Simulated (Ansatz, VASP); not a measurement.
# One calculation of HfO3, two programs

INCAR

```
SYSTEM = HfO3
ALGO = Normal
EDIFF = 1E-6
EDIFFG = -0.04
ENCUT = 600
GGA = PE
IBRION = 2
ISIF = 3
ISMEAR = 0
LASPH = .TRUE.
LCHARG = .FALSE.
LREAL = .FALSE.
LWAVE = .FALSE.
NELM = 60
NSW = 90
PREC = Accurate
SIGMA = 0.1
```

KPOINTS

```
k-points
0
G
  6 6 4
  0 0 0
```

The input POSCAR:

```
HfO3
1.0
    3.5971512598      0.0000000000      0.0000000000
   -1.7985756299      3.1152243722      0.0000000000
    0.0000000000      0.0000000000      4.1580858107
Hf O
1 3
Direct
    0.0000000000      0.0000000000      0.0000000000
    0.0000000000      0.0000000000      0.5000000000
    0.3333333333      0.6666666667      0.2325859278
    0.3333333333      0.6666666667      0.7674140722
```

Input for Ansatz:

```yaml
crystal:
  lattice:
    - [3.5971512598, 0.0, 0.0]
    - [-1.7985756299, 3.1152243722, 0.0]
    - [0.0, 0.0, 4.1580858107]
  atoms:
    - { symbol: Hf, position: [0.0, 0.0, 0.0] }
    - { symbol: O, position: [0.0, 0.0, 0.5] }
    - { symbol: O, position: [0.3333333333, 0.6666666667, 0.2325859278] }
    - { symbol: O, position: [0.3333333333, 0.6666666667, 0.7674140722] }
basis:
  ecutwfc: 420
kpoints:
  mp_grid: { grid: [6, 6, 4] }
hamiltonian:
  xc: pbe
scf:
  occupations: { method: gaussian, width: 0.1 }
  lower_state_search: "off"
output:
  forces: true
  stress: true
  eigenvalues: true
relax:
  adjacent_minimum: "off"
  f_tol: 0.04
  max_steps: 70
  cell: { stress_tol: 0.4 }
```

Change from the starting cell: species swapped into the InAg3 type (P-6m2, No. 187).

Alike in both runs: task relaxation of cell and atoms; functional PBE; k mesh 6 × 6 × 4; occupations gaussian, width 0.1 eV; no spin polarisation.

```csv
,VASP,Ansatz
version,VASP 6.6.1,Ansatz 0.2.0
potentials or method,"VASP PAW PBE potentials, release 64 (Hf_pv, O), cutoff 600 eV","scalar-relativistic, plane waves, PAW"
valence electrons in the cell,28,44
```

```csv
,VASP,Ansatz,Ansatz less VASP
"gap on the k mesh at the Fermi level, each at its own relaxed structure (eV)",0.20,0.27,+0.064
relaxed volume (Å³/atom),12.71,12.87,+0.166
relaxed cell length with the largest relative difference (Å),3.809,3.828,+0.0193
```

VASP's potentials hold 28 valence electrons a cell and Ansatz's 44, so a difference there can come from the potentials and not from the codes.

Neither program's run includes spin-orbit coupling.
